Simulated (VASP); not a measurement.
# S (Im-3m) in VASP: further runs

The runs below take S through relaxation of cell and atoms, with PBE+D4.

Program: VASP 6.6.1. These are calculated values, not measurements. Logs are shortened: lines on timing, memory, paths and dates and some standing lists are left out, and cuts for length are marked.

## (1) The cell of the first run

Symmetry: Im-3m, No. 229, cubic system. Conventional cell: a = 3.330 Å, b = 3.330 Å, c = 3.330 Å, α = 90.00°, β = 90.00°, γ = 90.00°. S (site symmetry m-3m) has 14 S at 2.88 to 3.33 Å within 3.8 Å.

## (2) Relaxation of cell and atoms, PBE+D4, target pressure 5 GPa, at which the enthalpy is minimised

The input, INCAR:

```
PREC = Accurate ; ENCUT = 600
EDIFF = 1E-6 ; ISMEAR = -1
SIGMA = 0.05 ; LREAL = F
LASPH = T ; NELM = 100
ALGO = Normal ; ISIF = 3
LWAVE = F ; LCHARG = F
GGA = PE ; IVDW = 13
IBRION = 2 ; NSW = 80
EDIFFG = -0.03 ; PSTRESS = 50.0
```

The input, KPOINTS:

```
Automatic mesh
0
Gamma
  18 18 18
```

The input, POSCAR:

```
S
1.0
    1.6650000000      1.6650000000      1.6650000000
   -1.6650000000      1.6650000000      1.6650000000
   -1.6650000000     -1.6650000000      1.6650000000
S
1
Direct
    0.0000000000      0.0000000000      0.0000000000
```

Potentials or basis: VASP PAW PBE potentials, release 64 (S).

Command:

```console
> cat potpaw_PBE.64/S/POTCAR > POTCAR
> mpirun -np 1 vasp_std > vasp.out
```

OUTCAR:

```text
PREC = Accurate
   ENCUT = 600
   EDIFF = 1E-6
   ISMEAR = -1
   LREAL = F
   LASPH = T
   NELM = 100
   ISIF = 3
   GGA = PE
   IVDW = 13
   IBRION = 2
   NSW = 80
   EDIFFG = -0.03
   PSTRESS = 50.0

 ion  position               nearest neighbor table
   1  0.000  0.000  0.000-

  LATTYP: Found a body centered cubic cell.
 ALAT       =     3.3300000000

  Lattice vectors:

 A1 = (   1.6650000000,  -1.6650000000,  -1.6650000000)
 A2 = (   1.6650000000,   1.6650000000,   1.6650000000)
 A3 = (  -1.6650000000,  -1.6650000000,   1.6650000000)

Analysis of symmetry for initial positions (statically):
=====================================================================
 Subroutine PRICEL returns:
 Original cell was already a primitive cell.

 Routine SETGRP: Setting up the symmetry group for a
 body centered cubic supercell.

 Subroutine GETGRP returns: Found 48 space group operations
 (whereof 48 operations were pure point group operations)
 out of a pool of 48 trial point group operations.

The static configuration has the point symmetry O_h .

Analysis of symmetry for dynamics (positions and initial velocities):
=====================================================================
 Subroutine PRICEL returns:
 Original cell was already a primitive cell.

 Routine SETGRP: Setting up the symmetry group for a
 body centered cubic supercell.

 Subroutine GETGRP returns: Found 48 space group operations
 (whereof 48 operations were pure point group operations)
 out of a pool of 48 trial point group operations.

The dynamic configuration has the point symmetry O_h .

 Subroutine INISYM returns: Found 48 space group operations
 (whereof 48 operations are pure point group operations),
 and found     1 'primitive' translations

----------------------------------------------------------------------------------------

                                     Primitive cell

  volume of cell :      18.4630

  direct lattice vectors                    reciprocal lattice vectors
     1.665000000  1.665000000  1.665000000     0.300300300  0.000000000  0.300300300
    -1.665000000  1.665000000  1.665000000    -0.300300300  0.300300300  0.000000000
    -1.665000000 -1.665000000  1.665000000     0.000000000 -0.300300300  0.300300300

  length of vectors
     2.883864595  2.883864595  2.883864595     0.424688757  0.424688757  0.424688757

  position of ions in fractional coordinates (direct lattice)
     0.000000000  0.000000000  0.000000000

  ion indices of the primitive-cell ions
   primitive index   ion index
                 1           1

----------------------------------------------------------------------------------------

 KPOINTS: Automatic mesh

Automatic generation of k-mesh.
 Grid dimensions read from file:
 generate k-points for:   18   18   18

 Generating k-lattice:

  Cartesian coordinates                     Fractional coordinates (reciprocal lattice)
     0.016683350  0.000000000  0.016683350     0.055555556  0.000000000  0.000000000
    -0.016683350  0.016683350  0.000000000     0.000000000  0.055555556  0.000000000
     0.000000000 -0.016683350  0.016683350     0.000000000  0.000000000  0.055555556

  Length of vectors
     0.023593820  0.023593820  0.023593820

  Shift w.r.t. Gamma in fractional coordinates (k-lattice)
     0.000000000  0.000000000  0.000000000

 Subroutine IBZKPT returns following result:
 ===========================================

 Found    195 irreducible k-points:

 Following reciprocal coordinates:
            Coordinates               Weight
  0.000000  0.000000  0.000000      1.000000
  0.055556  0.000000  0.000000     12.000000
  0.111111  0.000000  0.000000     12.000000
  0.166667  0.000000  0.000000     12.000000
  0.222222  0.000000  0.000000     12.000000
  0.277778  0.000000  0.000000     12.000000
[... 16 lines left out ...]
  0.444444  0.111111  0.000000     48.000000
  0.500000  0.111111  0.000000     48.000000
 [... further k-points ...]
   k-points           NKPTS =    195   k-points in BZ     NKDIM =    195   number of bands    NBANDS=      7
   number of dos      NEDOS =    301   number of ions     NIONS =      1
   total plane-waves  NPLWV =  13824
   dimension x,y,z NGX =    24 NGY =   24 NGZ =   24
   dimension x,y,z NGXF=    48 NGYF=   48 NGZF=   48
   ions per type =               1
   NGX,Y,Z   is equivalent  to a cutoff of  13.84, 13.84, 13.84 a.u.
   NGXF,Y,Z  is equivalent  to a cutoff of  27.67, 27.67, 27.67 a.u.
 SYSTEM =  unknown system
   PREC   = accura    normal or accurate (medium, high low for compatibility)
   ISTART =      0    job   : 0-new  1-cont  2-samecut
   ICHARG =      2    charge: 1-file 2-atom 10-const
   ISPIN  =      1    spin polarized calculation?
   LNONCOLLINEAR =      F non collinear calculations
   LSORBIT =      F    spin-orbit coupling
   LASPH  =      T    aspherical Exc in radial PAW
   ENCUT  =  600.0 eV  44.10 Ry    6.64 a.u.   5.76  5.76  5.76*2*pi/ulx,y,z
   NELM   =    100;   NELMIN=  2; NELMDL= -5     # of ELM steps
   EDIFF  = 0.1E-05   stopping-criterion for ELM
   LREAL  =      F    real-space projection
   EDIFFG = -.3E-01   stopping-criterion for IOM
   NSW    =     80    number of steps for IOM
   IBRION =      2    ionic relax: 0-MD 1-quasi-New 2-CG
   NFREE  =      1    steps in history (QN), initial steepest desc. (CG)
   ISIF   =      3    stress and relaxation
   ISYM   =      2    0-nonsym 1-usesym 2-fastsym
   POTIM  = 0.5000    time-step for ionic-motion
   TEBEG  =    0.0;   TEEND  =   0.0 temperature during run
   PSTRESS=   50.0 pullay stress
   NELECT =       6.0000    total number of electrons
   NUPDOWN=      -1.0000    fix difference up-down
   EMIN   =  10.00;   EMAX   =-10.00  energy-range for DOS
   EFERMI =   0.00;   METHOD = LEGACY
   ISMEAR =    -1;   SIGMA  =   0.05  broadening in eV -4-tet -1-fermi 0-gaus
   EFERMI_NEDOS =   21; number of points for ismear=-14 and -15
   IALGO  =     38    algorithm
   IMIX   =      4    mixing-type and parameters
     AMIX     =   0.40;   BMIX     =  1.00
     AMIX_MAG =   1.60;   BMIX_MAG =  1.00
  volume/ion in A,a.u.               =      18.46       124.59
  Fermi-wavevector in a.u.,A,eV,Ry     =   1.125532  2.126946 17.236150  1.266821
  Thomas-Fermi vector in A             =   2.262209
   LORBIT       =      0    0 simple, 1 ext, 2 COOP (PROOUT), +10 PAW based schemes
   GGA     = PE    functional components
   LHFCALC =     F    Hartree Fock is set to
   AEXX    =    0.0000 exact exchange contribution
   IVDW    =    13    specifies the selected vdW correction
   LEPSILON=     F    determine dielectric tensor
   LRPA    =     F    only Hartree local field effects (RPA)
 conjugate gradient relaxation of ions
 non-spin polarized calculation
  energy-cutoff  :      600.00
  volume of cell :       18.46
 maximum number of plane-waves:       632
   NGX = 11   NGY = 11   NGZ = 11

--------------------------------------- Ionic step        1  -------------------------------------------

 number of electron       6.0000001 magnetization

 Free energy of the ion-electron system (eV)
  ---------------------------------------------------
  ext. energy  EPLUGINS =         0.00000000
  ---------------------------------------------------
  free energy    TOTEN  =        -2.91598848 eV

  energy without entropy =       -2.91014884  energy(sigma->0) =       -2.91306866

------------------------ aborting loop because EDIFF is reached ----------------------------------------

  DFT-D4 for vdW energy calculation

  Edisp (eV):   -0.35107

  FORCE on cell =-STRESS in cart. coord.  units (eV):
  Direction    XX          YY          ZZ          XY          YZ          ZX
  --------------------------------------------------------------------------------------
  -------------------------------------------------------------------------------------
  Total      -1.40853    -1.40853    -1.40853    -0.00000     0.00000     0.00000
  in kB    -122.22909  -122.22909  -122.22909    -0.00000     0.00000     0.00000
  external pressure =     -172.23 kB  Pullay stress =       50.00 kB
[... 63 lines left out ...]
  enthalpy is  TOTEN    =        -2.9523099787 eV   P V=        0.4260205243

--------------------------------------- Ionic step        3  -------------------------------------------

 number of electron       6.0000000 magnetization

 Free energy of the ion-electron system (eV)
  ---------------------------------------------------
  ext. energy  EPLUGINS =         0.00000000
  ---------------------------------------------------
  free energy    TOTEN  =        -2.97039522 eV

  energy without entropy =       -2.96592049  energy(sigma->0) =       -2.96815786

 E-fermi :   9.1115     XC(G=0): -11.6459

 val. band max:        9.0879922274   @ k =  -0.4444   0.3889   0.2222
 cond. band min:       9.1158611420   @ k =   0.2222  -0.3889   0.0556
 fundamental gap:      0.0278689146
 Fermi energy:         9.1115315742

 k-point     1 :       0.0000    0.0000    0.0000
  band No.  band energies     occupation
      1      -8.7938      2.00000
      2      12.7582      0.00000
      3      12.7582      0.00000
      4      12.7582      0.00000
      5      21.4395      0.00000
      6      21.4395      0.00000
      7      21.4395      0.00000
[... 221 lines left out ...]
 k-point    24 :       0.5000    0.1111    0.0000
  band No.  band energies     occupation
      1      -3.8704      2.00000
      2       1.6011      2.00000
      3       8.0720      2.00000
      4      10.9457      0.00000
      5      17.5024      0.00000
      6      19.0437      0.00000
      7      25.9911      0.00000

 [... further k-points ...]

------------------------ aborting loop because EDIFF is reached ----------------------------------------

  DFT-D4 for vdW energy calculation

  Edisp (eV):   -0.44168

  FORCE on cell =-STRESS in cart. coord.  units (eV):
  Direction    XX          YY          ZZ          XY          YZ          ZX
  --------------------------------------------------------------------------------------
  -------------------------------------------------------------------------------------
  Total       0.45774     0.45774     0.45774     0.00000     0.00000     0.00000
  in kB      51.19079    51.19079    51.19079     0.00000     0.00000     0.00000
  external pressure =        1.19 kB  Pullay stress =       50.00 kB
[... 16 lines left out ...]
  FREE ENERGIE OF THE ION-ELECTRON SYSTEM (eV)
  ---------------------------------------------------
  free  energy   TOTEN  =        -3.4120741303 eV

  energy  without entropy=       -3.4075993995  energy(sigma->0) =       -3.40983676

  enthalpy is  TOTEN    =        -2.9649866792 eV   P V=        0.4470874511

 reached required accuracy - stopping structural energy minimisation
```

Wall time 23 s (1 thread of AMD EPYC 9R45 (Zen 5), shared host); peak memory 0.12 GiB.

Results:

```
Free energy                                            : -3.4121 eV
Relaxed volume                                         : 14.33 Å³/atom
Relaxed cell                                           : a = 2.650 Å, b = 2.650 Å, c = 2.650 Å, α = 70.53°, β = 109.47°, γ = 70.53°
Space group after relaxing (to 0.05 Å)                 : Im-3m (No. 229)
Energy change on relaxing (the enthalpy is what falls) : -145.0 meV/atom
Ionic steps                                            : 3
Pressure after relaxing                                : 5.1 GPa
Band gap on the k mesh                                 : zero (band 3 reaches 12.76 eV, above the bottom of band 4 at 5.06 eV)
Dispersion energy per atom                             : -0.442 eV
```

The path:
| step | energy change (eV) | largest force (eV/Å) | pressure (GPa) | volume (Å³) |
| --- | --- | --- | --- | --- |
| 1 | 0.0000 | 0.0000 | -12.22 | 18.46 |
| 2 | -0.1113 | 0.0000 | 11.16 | 13.65 |
| 3 | -0.1450 | 0.0000 | 5.12 | 14.33 |

Final structure:
```xyz
1
Lattice="1.5300 1.5300 1.5300 -1.5300 1.5300 1.5300 -1.5300 -1.5300 1.5300" Properties=species:S:1:pos:R:3 pbc="T T T"
S     0.0000    0.0000    0.0000
```

Caveat: the cell is relaxed towards a set pressure, so the enthalpy falls and the energy may rise; the volume moved by over 15 % at a fixed basis, so the end points are rough; pairwise dispersion overbinds metals, which lowers pressure and volume.

## (3) Relaxation of cell and atoms, PBE+D4, target pressure 10 GPa, at which the enthalpy is minimised

The input, INCAR:

```
SYSTEM = S
PREC = Accurate
ENCUT = 600
EDIFF = 1E-6
ISMEAR = -1
SIGMA = 0.05
LREAL = .False.
LASPH = .True.
NELM = 80
ALGO = Normal
ISIF = 3
LWAVE = .False.
LCHARG = .False.
GGA = PE
IVDW = 13
IBRION = 2
NSW = 80
EDIFFG = -0.03
PSTRESS = 100.0
```

The input, KPOINTS:

```
Automatic mesh
0
Gamma
  18 18 18
  0 0 0
```

POSCAR is that of step 2.

Potentials or basis: VASP PAW PBE potentials, release 64 (S).

Command:

```console
> cat potpaw_PBE.64/S/POTCAR > POTCAR
> mpirun -np 1 vasp_std > vasp.out
```

Run time: 22 s. Hardware: 1 thread of AMD EPYC 9R45 (Zen 5), shared host; peak memory 0.12 GiB.

It converged, with:

- Free energy: -3.3862 eV
- Relaxed volume: 13.77 Å³/atom
- Relaxed cell: a = 2.615 Å, b = 2.615 Å, c = 2.615 Å, α = 70.53°, β = 109.47°, γ = 70.53°
- Space group after relaxing (to 0.05 Å): Im-3m (No. 229)
- Energy change on relaxing (the enthalpy is what falls): -119.1 meV/atom
- Ionic steps: 3
- Pressure after relaxing: 10.0 GPa
- Band gap on the k mesh: zero (band 3 reaches 13.65 eV, above the bottom of band 4 at 5.46 eV)
- Dispersion energy per atom: -0.458 eV

The path:
| step | energy change (eV) | largest force (eV/Å) | pressure (GPa) | volume (Å³) |
| --- | --- | --- | --- | --- |
| 1 | 0.0000 | 0.0000 | -12.22 | 18.46 |
| 2 | 0.0280 | 0.0000 | 26.46 | 12.43 |
| 3 | -0.1191 | 0.0000 | 9.97 | 13.77 |

Final structure:
```
S
1.0
     1.50993    1.50993    1.50993
    -1.50993    1.50993    1.50993
    -1.50993   -1.50993    1.50993
S
1
Direct
  0.00000 0.00000 0.00000
```

Levels at points of the mesh, in eV from the Fermi level:
```csv
k point,band 1,band 2,band 3,band 4,band 5,band 6
"(0.00, 0.00, 0.00)",-18.37,3.89,3.89,3.89,12.34,12.34
"(0.50, 0.00, 0.00)",-12.94,-8.68,0.12,2.76,7.68,7.93
"(0.50, 0.50, 0.50)",-8.79,-4.12,-4.12,-4.12,3.16,3.16
```

Caveat: the cell is relaxed towards a set pressure, so the enthalpy falls and the energy may rise; the volume moved by over 15 % at a fixed basis, so the end points are rough; pairwise dispersion overbinds metals, which lowers pressure and volume.

(Part 1 of 2 ends here.)
